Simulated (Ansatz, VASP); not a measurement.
# Two plane-wave programs on RbAgBr2

Contents of INCAR:

```
  PREC = Accurate
  ENCUT = 520
  EDIFF = 1E-6
  ISMEAR = 0
  SIGMA = 0.01
  LREAL = False
  LASPH = True
  NELM = 80
  ALGO = Normal
  ISIF = 2
  LWAVE = False
  LCHARG = False
  GGA = PE
  NBANDS = 25
```

File KPOINTS:

```
regular mesh
0
Gamma
  8 8 1
```

Contents of POSCAR:

```
RbAgBr2
1.0
    4.5179929797      0.0000000000      0.0000000000
    0.0000000000      4.5179929797      0.0000000000
    0.0000000000      0.0000000000      6.3563246931
Rb Br Ag
1 2 1
Direct
    0.0000000000      0.0000000000      0.0000000000
    0.0000000000      0.0000000000      0.5000000000
    0.5000000000      0.5000000000      0.0000000000
    0.5000000000      0.5000000000      0.5000000000
```

Input for Ansatz:

```yaml
crystal:
  lattice:
    - [4.5179929797, 0.0, 0.0]
    - [0.0, 4.5179929797, 0.0]
    - [0.0, 0.0, 6.3563246931]
  atoms:
    - { symbol: Rb, position: [0.0, 0.0, 0.0] }
    - { symbol: Br, position: [0.0, 0.0, 0.5] }
    - { symbol: Ag, position: [0.5, 0.5, 0.5] }
    - { symbol: Br, position: [0.5, 0.5, 0.0] }
kpoints:
  mp_grid: { grid: [8, 8, 1] }
hamiltonian:
  xc: pbe
scf:
  occupations: { method: fixed }
  n_extra_bands: 5
output:
  forces: true
  stress: true
  eigenvalues: true
```

Alike in both runs: task single point; functional PBE; k mesh 8 × 8 × 1; no spin polarisation.

```csv
,VASP,Ansatz
version,VASP 6.6.1,Ansatz 0.2.0
potentials or method,"VASP PAW PBE potentials, release 64 (Rb_sv, Br, Ag)",plane waves
plane-wave cutoff (eV),520,420
occupations,"gaussian, width 0.01 eV",fixed
valence electrons in the cell,34,42
```

|  | VASP | Ansatz | Ansatz less VASP |
| --- | --- | --- | --- |
| gap on the k mesh at the Fermi level (eV) | 1.36 | 1.36 | -0.001 |
| pressure (GPa) | 1.4 | 1.4 | -0.04 |

VASP's potentials hold 34 valence electrons a cell and Ansatz's 42, so a difference there can come from the potentials and not from the codes.

The k mesh is coarse, so the values compare programs but aren't converged.
